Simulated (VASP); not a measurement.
# W (I4_1/amd) in VASP: notebook

W is run at these levels: PBEsol; tasks: single point, relaxation of cell and atoms.

All numbers are computed with VASP 6.6.1; they aren't measurements. Logs are shortened: lines on timing, memory, paths and dates and some standing lists are left out, and cuts for length are marked.

## 1. The cell of the first run

It takes space group I4_1/amd (No. 141, tetragonal). Conventional cell: a = 5.061 Å, b = 5.061 Å, c = 2.669 Å, α = 90.00°, β = 90.00°, γ = 90.00°. W (site symmetry -4m2) has 10 W at 2.62 to 3.23 Å within 3.5 Å.

## 2. Single point, PBEsol

Contents of INCAR:

```
SYSTEM = W
ALGO     = Normal         ! electronic algorithm
EDIFF    = 1E-6           ! SCF threshold, eV
ENCUT    = 520            ! plane-wave cutoff, eV
GGA      = PS             ! functional
ISIF     = 2              ! what is computed and relaxed
ISMEAR   = 0              ! smearing method
LASPH    = .True.         ! aspherical terms in the spheres
LCHARG   = .False.        ! write CHGCAR
LREAL    = .False.        ! projectors in reciprocal space
LWAVE    = .False.        ! write WAVECAR
NBANDS   = 21             ! bands
NELM     = 100            ! most SCF steps
PREC     = Accurate       ! precision mode
SIGMA    = 0.1            ! smearing width, eV
```

Contents of KPOINTS:

```
k-points
0
Gamma
  8 8 8
  0 0 0
```

Contents of POSCAR:

```
W
1.0
   -2.5304602168      2.5304602168      1.3342885957
    2.5304602168     -2.5304602168      1.3342885957
    2.5304602168      2.5304602168     -1.3342885957
W
2
Direct
    0.0000000000      0.0000000000      0.0000000000
    0.7500000000      0.2500000000      0.5000000000
```

Potentials or basis: VASP PAW PBE potentials, release 64 (W_sv).

Launch:

```bash
$ cat potpaw_PBE.64/W_sv/POTCAR > POTCAR
$ mpirun -np 1 vasp_std > vasp.out
```

OUTCAR:

```text
SYSTEM = W
   EDIFF = 1E-6
   ENCUT = 520
   GGA = PS
   ISIF = 2
   ISMEAR = 0
   LASPH = .True.
   LREAL = .False.
   NELM = 100
   PREC = Accurate

 ion  position               nearest neighbor table
   1  0.000  0.000  0.000-   2 2.62   2 2.62   2 2.62   2 2.62   2 3.23   2 3.23   2 3.23   2 3.23

   2  0.750  0.250  0.500-   1 2.62   1 2.62   1 2.62   1 2.62   1 3.23   1 3.23   1 3.23   1 3.23

  LATTYP: Found a body centered tetragonal cell.
 ALAT       =     5.0609204336
 C/A-ratio  =     0.5272908805

  Lattice vectors:

 A1 = (  -2.5304602168,   2.5304602168,   1.3342885957)
 A2 = (   2.5304602168,  -2.5304602168,   1.3342885957)
 A3 = (   2.5304602168,   2.5304602168,  -1.3342885957)

Analysis of symmetry for initial positions (statically):
=====================================================================
 Subroutine PRICEL returns:
 Original cell was already a primitive cell.

 Routine SETGRP: Setting up the symmetry group for a
 body centered tetragonal supercell.

 Subroutine GETGRP returns: Found 16 space group operations
 (whereof  8 operations were pure point group operations)
 out of a pool of 16 trial point group operations.

The static configuration has the point symmetry D_2d.
 The point group associated with its full space group is D_4h.

Analysis of symmetry for dynamics (positions and initial velocities):
=====================================================================
 Subroutine PRICEL returns:
 Original cell was already a primitive cell.

 Routine SETGRP: Setting up the symmetry group for a
 body centered tetragonal supercell.

 Subroutine GETGRP returns: Found 16 space group operations
 (whereof  8 operations were pure point group operations)
 out of a pool of 16 trial point group operations.

The dynamic configuration has the point symmetry D_2d.
 The point group associated with its full space group is D_4h.

 Subroutine INISYM returns: Found 16 space group operations
 (whereof  8 operations are pure point group operations),
 and found     1 'primitive' translations

----------------------------------------------------------------------------------------

                                     Primitive cell

  volume of cell :      34.1750

  direct lattice vectors                    reciprocal lattice vectors
    -2.530460217  2.530460217  1.334288596     0.000000000  0.197592516  0.374731525
     2.530460217 -2.530460217  1.334288596     0.197592516  0.000000000  0.374731525
     2.530460217  2.530460217 -1.334288596     0.197592516  0.197592516  0.000000000

  length of vectors
     3.819264834  3.819264834  3.819264834     0.423634888  0.423634888  0.279438015

  position of ions in fractional coordinates (direct lattice)
     0.000000000  0.000000000  0.000000000
     0.750000000  0.250000000  0.500000000

  ion indices of the primitive-cell ions
   primitive index   ion index
                 1           1
                 2           2

----------------------------------------------------------------------------------------

 KPOINTS: k-points

Automatic generation of k-mesh.
 Grid dimensions read from file:
 generate k-points for:    8    8    8

 Generating k-lattice:

  Cartesian coordinates                     Fractional coordinates (reciprocal lattice)
     0.000000000  0.024699064  0.046841441     0.125000000  0.000000000 -0.000000000
     0.024699064  0.000000000  0.046841441     0.000000000  0.125000000 -0.000000000
     0.024699064  0.024699064  0.000000000     0.000000000  0.000000000  0.125000000

  Length of vectors
     0.052954361  0.052954361  0.034929752

  Shift w.r.t. Gamma in fractional coordinates (k-lattice)
     0.000000000  0.000000000  0.000000000

 Subroutine IBZKPT returns following result:
 ===========================================

 Found     59 irreducible k-points:

 Following reciprocal coordinates:
            Coordinates               Weight
  0.000000  0.000000  0.000000      1.000000
  0.125000  0.000000  0.000000      8.000000
  0.250000  0.000000  0.000000      8.000000
  0.375000 -0.000000  0.000000      8.000000
  0.500000  0.000000  0.000000      4.000000
  0.125000  0.125000  0.000000      8.000000
[... 16 lines left out ...]
  0.250000  0.125000  0.125000     16.000000
  0.375000  0.125000  0.125000      8.000000
 [... further k-points ...]
   k-points           NKPTS =     59   k-points in BZ     NKDIM =     59   number of bands    NBANDS=     21
   number of dos      NEDOS =    301   number of ions     NIONS =      2
   total plane-waves  NPLWV =  21952
   dimension x,y,z NGX =    28 NGY =   28 NGZ =   28
   dimension x,y,z NGXF=    56 NGYF=   56 NGZF=   56
   ions per type =               2
   NGX,Y,Z   is equivalent  to a cutoff of  12.19, 12.19, 12.19 a.u.
   NGXF,Y,Z  is equivalent  to a cutoff of  24.38, 24.38, 24.38 a.u.
 SYSTEM =  W
   PREC   = accura    normal or accurate (medium, high low for compatibility)
   ISTART =      0    job   : 0-new  1-cont  2-samecut
   ICHARG =      2    charge: 1-file 2-atom 10-const
   ISPIN  =      1    spin polarized calculation?
   LNONCOLLINEAR =      F non collinear calculations
   LSORBIT =      F    spin-orbit coupling
   LASPH  =      T    aspherical Exc in radial PAW
   ENCUT  =  520.0 eV  38.22 Ry    6.18 a.u.   7.10  7.10  7.10*2*pi/ulx,y,z
   NELM   =    100;   NELMIN=  2; NELMDL= -5     # of ELM steps
   EDIFF  = 0.1E-05   stopping-criterion for ELM
   LREAL  =      F    real-space projection
   EDIFFG = 0.1E-04   stopping-criterion for IOM
   NSW    =      0    number of steps for IOM
   IBRION =     -1    ionic relax: 0-MD 1-quasi-New 2-CG
   NFREE  =      0    steps in history (QN), initial steepest desc. (CG)
   ISIF   =      2    stress and relaxation
   ISYM   =      2    0-nonsym 1-usesym 2-fastsym
   POTIM  = 0.5000    time-step for ionic-motion
   TEBEG  =    0.0;   TEEND  =   0.0 temperature during run
   PSTRESS=    0.0 pullay stress
   NELECT =      28.0000    total number of electrons
   NUPDOWN=      -1.0000    fix difference up-down
   EMIN   =  10.00;   EMAX   =-10.00  energy-range for DOS
   EFERMI =   0.00;   METHOD = LEGACY
   ISMEAR =     0;   SIGMA  =   0.10  broadening in eV -4-tet -1-fermi 0-gaus
   EFERMI_NEDOS =   21; number of points for ismear=-14 and -15
   IALGO  =     38    algorithm
   IMIX   =      4    mixing-type and parameters
     AMIX     =   0.40;   BMIX     =  1.00
     AMIX_MAG =   1.60;   BMIX_MAG =  1.00
  volume/ion in A,a.u.               =      17.09       115.31
  Fermi-wavevector in a.u.,A,eV,Ry     =   1.531879  2.894832 31.928173  2.346655
  Thomas-Fermi vector in A             =   2.639163
   LORBIT       =      0    0 simple, 1 ext, 2 COOP (PROOUT), +10 PAW based schemes
   GGA     = PS    functional components
   LHFCALC =     F    Hartree Fock is set to
   AEXX    =    0.0000 exact exchange contribution
   IVDW    =     0    specifies the selected vdW correction
   LEPSILON=     F    determine dielectric tensor
   LRPA    =     F    only Hartree local field effects (RPA)
 non-spin polarized calculation
 Gauss-broadening in eV      SIGMA  =   0.10
  energy-cutoff  :      520.00
  volume of cell :       34.18
 maximum number of plane-waves:       936
   NGX = 15   NGY = 15   NGZ = 15

 number of electron      28.0000003 magnetization

 Free energy of the ion-electron system (eV)
  ---------------------------------------------------
  ext. energy  EPLUGINS =         0.00000000
  ---------------------------------------------------
  free energy    TOTEN  =       -25.25385151 eV

  energy without entropy =      -25.24783172  energy(sigma->0) =      -25.25084162

 E-fermi :  10.1879     XC(G=0): -13.2385

 val. band max:       10.1669740628   @ k =  -0.1250   0.2500   0.1250
 cond. band min:      10.2142404334   @ k =  -0.3750  -0.3750   0.3750
 fundamental gap:      0.0472663705
 Fermi energy:        10.1879393697

 k-point     1 :       0.0000    0.0000    0.0000
  band No.  band energies     occupation
      1     -63.8220      2.00000
      2     -63.6023      2.00000
      3     -28.5625      2.00000
      4     -28.5625      2.00000
      5     -27.4133      2.00000
      6     -27.4133      2.00000
[... 13 lines left out ...]
     20      15.6460      0.00000
     21      16.9337      0.00000

 k-point     2 :       0.1250    0.0000    0.0000
  band No.  band energies     occupation
      1     -63.8029      2.00000
      2     -63.5974      2.00000
      3     -28.5451      2.00000
      4     -28.4962      2.00000
      5     -27.5720      2.00000
      6     -27.5378      2.00000
[... 13 lines left out ...]
     20      17.3757      0.00000
     21      18.1994      0.00000

 k-point     3 :       0.2500    0.0000    0.0000
  band No.  band energies     occupation
      1     -63.7550      2.00000
      2     -63.5872      2.00000
      3     -28.5022      2.00000
      4     -28.3554      2.00000
      5     -27.9886      2.00000
      6     -27.9013      2.00000
[... 13 lines left out ...]
     20      19.1225      0.00000
     21      19.8023      0.00000

 k-point     4 :       0.3750   -0.0000    0.0000
  band No.  band energies     occupation
      1     -63.7026      2.00000
      2     -63.5812      2.00000
      3     -28.4724      2.00000
      4     -28.4581      2.00000
      5     -28.3485      2.00000
      6     -27.9919      2.00000
[... 13 lines left out ...]
     20      18.6324      0.00000
     21      20.0459      0.00000

 k-point     5 :       0.5000    0.0000    0.0000
  band No.  band energies     occupation
      1     -63.6781      2.00000
      2     -63.5814      2.00000
      3     -28.6195      2.00000
      4     -28.4882      2.00000
      5     -28.4394      2.00000
      6     -27.8787      2.00000
[... 13 lines left out ...]
     20      18.4823      0.00000
     21      19.5892      0.00000

 k-point     6 :       0.1250    0.1250    0.0000
  band No.  band energies     occupation
      1     -63.7618      2.00000
      2     -63.5804      2.00000
      3     -28.4576      2.00000
      4     -28.4481      2.00000
      5     -27.9597      2.00000
      6     -27.9275      2.00000
[... 13 lines left out ...]
     20      19.0852      0.00000
     21      20.7158      0.00000

 k-point     7 :       0.2500    0.1250    0.0000
  band No.  band energies     occupation
      1     -63.7113      2.00000
      2     -63.5725      2.00000
      3     -28.5107      2.00000
      4     -28.4004      2.00000
      5     -28.2998      2.00000
      6     -28.1605      2.00000
[... 13 lines left out ...]
     20      18.8813      0.00000
     21      20.6758      0.00000
[... 291 lines left out ...]
      1     -63.7539      2.00000
      2     -63.6699      2.00000
      3     -28.2598      2.00000
      4     -28.2581      2.00000
      5     -27.8528      2.00000
      6     -27.8231      2.00000
[... 13 lines left out ...]
     20      13.7269      0.00000
     21      22.3778      0.00000

 k-point    21 :       0.5000    0.5000    0.0000
  band No.  band energies     occupation
      1     -63.7119      2.00000
      2     -63.7119      2.00000
      3     -28.0607      2.00000
      4     -28.0607      2.00000
      5     -28.0506      2.00000
      6     -28.0506      2.00000
[... 13 lines left out ...]
     20      13.8044      0.00000
     21      22.7068      0.00000

 k-point    22 :       0.1250    0.1250    0.1250
  band No.  band energies     occupation
      1     -63.7405      2.00000
      2     -63.6017      2.00000
      3     -28.3931      2.00000
      4     -28.3558      2.00000
      5     -27.9732      2.00000
      6     -27.9203      2.00000
[... 13 lines left out ...]
     20      16.9996      0.00000
     21      21.5700      0.00000

 k-point    23 :       0.2500    0.1250    0.1250
  band No.  band energies     occupation
      1     -63.6889      2.00000
      2     -63.5950      2.00000
      3     -28.5308      2.00000
      4     -28.3995      2.00000
      5     -28.2215      2.00000
      6     -27.9938      2.00000
[... 13 lines left out ...]
     20      16.9690      0.00000
     21      20.3687      0.00000

 k-point    24 :       0.3750    0.1250    0.1250
  band No.  band energies     occupation
      1     -63.6641      2.00000
      2     -63.5956      2.00000
      3     -28.6563      2.00000
      4     -28.5294      2.00000
      5     -28.2317      2.00000
      6     -27.8553      2.00000
[... 13 lines left out ...]
     20      18.0673      0.00000
     21      18.7785      0.00000

 [... further k-points ...]

------------------------ aborting loop because EDIFF is reached ----------------------------------------

  FORCE on cell =-STRESS in cart. coord.  units (eV):
  Direction    XX          YY          ZZ          XY          YZ          ZX
  --------------------------------------------------------------------------------------
  -------------------------------------------------------------------------------------
  Total        0.1478838      0.1478838      0.1563349      0.0000000     -0.0000000      0.0000000
  in kB        6.9330190      6.9330190      7.3292180      0.0000000     -0.0000000      0.0000000
  external PRESSURE =       7.0650853 kB  Pullay stress =       0.0000000 kB

 VOLUME and BASIS-vectors are now :
 -----------------------------------------------------------------------------
  energy-cutoff  :      520.00
  volume of cell :       34.18
      direct lattice vectors                 reciprocal lattice vectors
    -2.530460217  2.530460217  1.334288596     0.000000000  0.197592516  0.374731525
     2.530460217 -2.530460217  1.334288596     0.197592516  0.000000000  0.374731525
     2.530460217  2.530460217 -1.334288596     0.197592516  0.197592516  0.000000000

 POSITION                                       TOTAL-FORCE (eV/Angst)
 -----------------------------------------------------------------------------------
      0.00000      0.00000      0.00000         0.000000     -0.000000      0.000000
      0.00000      2.53046      0.66714        -0.000000      0.000000     -0.000000
 -----------------------------------------------------------------------------------
    total drift:                               -0.000000      0.000000      0.000000

  FREE ENERGIE OF THE ION-ELECTRON SYSTEM (eV)
  ---------------------------------------------------
  free  energy   TOTEN  =       -25.2538515149 eV

  energy  without entropy=      -25.2478317203  energy(sigma->0) =      -25.25084162
```

Run time: 50 s. Hardware: 1 thread of Intel Xeon 8259CL, shared host; peak memory 0.18 GiB.

What came out:

```yaml
Free_energy: -25.2539 eV
Pressure: 0.7 GPa
Band_gap_on_the_k_mesh: zero (bands 14 and 15 overlap by 2.78 eV)
```

Caveat: the PAW data sets were made with another functional, which shifts forces and pressure a little; spin-orbit coupling is left out, which moves the levels of the heavy elements.

## 3. Relaxation of cell and atoms, PBEsol

This run uses another cell than the first one, of 16.35 Å³/atom.

Contents of INCAR:

```
SYSTEM = W
PREC = Accurate ; ENCUT = 600
EDIFF = 1E-7 ; ISMEAR = 0
SIGMA = 0.1 ; LREAL = .False.
LASPH = .True. ; NELM = 100
ALGO = Fast ; ISIF = 3
LWAVE = .False. ; LCHARG = .False.
GGA = PS ; IBRION = 2
NSW = 90 ; EDIFFG = -0.04
```

Contents of KPOINTS:

```
regular mesh
0
Gamma
  8 8 8
  0 0 0
```

Contents of POSCAR:

```
W
1.0
   -2.4656804795      2.4656804795      1.3450742167
    2.4656804795     -2.4656804795      1.3450742167
    2.4656804795      2.4656804795     -1.3450742167
W
2
Direct
    0.0000000000      0.0000000000      0.0000000000
    0.7500000000      0.2500000000      0.5000000000
```

Potentials or basis: VASP PAW PBE potentials, release 64 (W_sv).

Launch:

```bash
$ cat potpaw_PBE.64/W_sv/POTCAR > POTCAR
$ mpirun -np 1 vasp_std > vasp.out
```

Wall time 6.6 min (1 thread of Intel Xeon 8259CL, shared host); peak memory 0.2 GiB.

Results (log left out):

| Quantity | Value |
| --- | --- |
| Free energy | -25.2540 eV |
| Relaxed volume | 17.14 Å³/atom |
| Relaxed cell | a = 3.824 Å, b = 3.824 Å, c = 3.824 Å, α = 97.01°, β = 97.01°, γ = 139.11° |
| Space group after relaxing (to 0.1 Å) | I4_1/amd (No. 141) |
| Energy gained by relaxing | 41.5 meV/atom |
| Ionic steps | 6 |
| Pressure after relaxing | -0.1 GPa |
| Band gap on the k mesh | zero (bands 14 and 15 overlap by 2.77 eV) |

The path:
```
step  energy change (eV)  largest force (eV/Å)  pressure (GPa)  volume (Å³)
   1              0.0000                0.0000           12.79        32.71
   2              0.3645                0.0000          -25.59        39.26
   3             -0.0730                0.0000           -1.58        34.50
   4             -0.0731                0.0000           -1.05        34.41
   5             -0.0818                0.0000            0.30        34.25
   6             -0.0830                0.0000           -0.08        34.29
```

Final structure:
```
CELL_PARAMETERS angstrom
-2.53332 2.53332 1.33576
2.53332 -2.53332 1.33576
2.53332 2.53332 -1.33576
ATOMIC_POSITIONS crystal
W 0.00000 0.00000 0.00000
W 0.75000 0.25000 0.50000
```

Levels at points of the mesh, in eV from the Fermi level:
| k point | band 12 | band 13 | band 14 | band 15 | band 16 | band 17 |
| --- | --- | --- | --- | --- | --- | --- |
| (0.00, 0.00, 0.00) | -3.78 | -2.70 | 2.16 | 2.16 | 2.21 | 2.21 |
| (0.50, 0.00, 0.00) | -2.68 | -0.52 | -0.35 | -0.23 | 1.92 | 3.03 |
| (0.50, 0.50, 0.00) | -3.09 | -1.33 | -1.33 | 0.33 | 0.33 | 3.26 |
| (0.50, 0.50, 0.50) | -2.61 | -0.69 | -0.69 | 1.04 | 1.04 | 2.77 |

Caveat: the PAW data sets were made with another functional, which shifts forces and pressure a little; spin-orbit coupling is left out, which moves the levels of the heavy elements.

## 4. Single point, PBEsol

Contents of INCAR:

```
PREC = Accurate ; ENCUT = 520
EDIFF = 1E-7 ; ISMEAR = 0
SIGMA = 0.1 ; LREAL = False
LASPH = True ; NELM = 100
ALGO = Fast ; ISIF = 2
LWAVE = False ; LCHARG = True
GGA = PS ; LELF = True
LVHAR = True ; NBANDS = 21
```

Contents of KPOINTS:

```
regular mesh
0
Gamma
  24 24 24
```

Contents of POSCAR:

```
W
1.0
   -2.5324936608      2.5324936608      1.3298144350
    2.5324936608     -2.5324936608      1.3298144350
    2.5324936608      2.5324936608     -1.3298144350
W
2
Direct
    0.0000000000      0.0000000000      0.0000000000
    0.7500000000      0.2500000000      0.5000000000
```

Launch:

```bash
$ cat potpaw_PBE.64/W_sv/POTCAR > POTCAR
$ mpirun -np 1 vasp_std > vasp.out
```

Wall time 16 min (1 thread of Oxide Virtual Turin-like, shared host); peak memory 0.61 GiB.

Results (log left out):

```yaml
Free_energy: -25.2825 eV
Pressure: 0.8 GPa
Band_gap_on_the_k_mesh: zero (bands 14 and 15 overlap by 3.37 eV)
```

Levels at points of the mesh, in eV from the Fermi level:
| k point | band 10 | band 11 | band 12 | band 13 | band 14 | band 15 | band 16 | band 17 | band 18 | band 19 |
| --- | --- | --- | --- | --- | --- | --- | --- | --- | --- | --- |
| (0.00, 0.00, 0.00) | -5.70 | -3.90 | -3.78 | -2.71 | 2.27 | 2.27 | 2.32 | 2.32 | 5.02 | 5.50 |
| (0.50, 0.00, 0.00) | -4.92 | -3.44 | -2.61 | -0.46 | -0.32 | -0.14 | 2.00 | 3.09 | 3.52 | 7.30 |
| (0.50, 0.50, 0.00) | -5.68 | -3.06 | -3.06 | -1.27 | -1.27 | 0.40 | 0.40 | 3.36 | 3.36 | 3.68 |
| (0.50, 0.50, 0.50) | -5.56 | -2.59 | -2.59 | -0.64 | -0.64 | 1.10 | 1.10 | 2.87 | 2.87 | 2.89 |

Caveat: the PAW data sets were made with another functional, which shifts forces and pressure a little; spin-orbit coupling is left out, which moves the levels of the heavy elements.

## 5. The runs side by side

| task | cell | k mesh | cutoff (eV) | gap on the mesh (eV) | pressure (GPa) |
| --- | --- | --- | --- | --- | --- |
| single point | a = 3.819 Å, angles 97.0, 97.0, 139.1°, 2 atoms | 8 × 8 × 8 | 520 | none | 0.7 |
| relaxation of cell and atoms | relaxed from a = 3.737 Å, angles 97.4, 97.4, 137.8°, 2 atoms | 8 × 8 × 8 | 600 | none | -0.1 |
| single point | a = 3.820 Å, angles 97.0, 97.0, 139.3°, 2 atoms | 24 × 24 × 24 | 520 | none | 0.8 |

Alike in all rows: level PBEsol; potentials or basis VASP PAW PBE potentials, release 64 (W_sv); no spin polarisation; smearing gaussian 0.1 eV.

Caveats: the PAW data sets were made with another functional, which shifts forces and pressure a little; spin-orbit coupling is left out, which moves the levels of the heavy elements.

Total energies depend on the potentials used, so only differences within one code and one set of settings carry meaning.

The gap in the log of VASP goes by the Fermi energy; the results here count the filled bands.